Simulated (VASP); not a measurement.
Here is a VASP 6.6.1 calculation.

The input INCAR:

```
PREC     = Accurate       # precision mode
ENCUT    = 520            # plane-wave cutoff, eV
EDIFF    = 1E-6           # SCF threshold, eV
ISMEAR   = 0              # smearing method
SIGMA    = 0.1            # smearing width, eV
LREAL    = False          # projectors in reciprocal space
LASPH    = True           # aspherical terms in the spheres
NELM     = 60             # most SCF steps
ALGO     = Normal         # electronic algorithm
ISIF     = 2              # what is computed and relaxed
LWAVE    = False          # write WAVECAR
LCHARG   = False          # write CHGCAR
GGA      = PE             # functional
NBANDS   = 8              # bands
```

File KPOINTS:

```
regular mesh
0
Gamma
  8 8 8
```

The input POSCAR:

```
P
1.0
    0.0000000000      2.0730454022      2.0730454022
    2.0730454022      0.0000000000      2.0730454022
    2.0730454022      2.0730454022      0.0000000000
P
1
Direct
    0.0000000000      0.0000000000      0.0000000000
```

Potentials or basis: VASP PAW PBE potentials, release 64 (P).

The run is started by

```sh
$ cat potpaw_PBE.64/P/POTCAR > POTCAR
$ mpirun -np 1 vasp_std > vasp.out
```

Estimate the pressure.

-11.3 GPa.

What does it give for the band gap on the k mesh?

Zero (an odd number of electrons rules out a gap without spin polarisation).

Caveat: the cell differs from its parent crystal (N replaced by P, lengths x 1.304, strained); the cell stands under tension; an odd number of electrons without spin polarisation forces a metal; a magnetic or distorted state may lie lower.
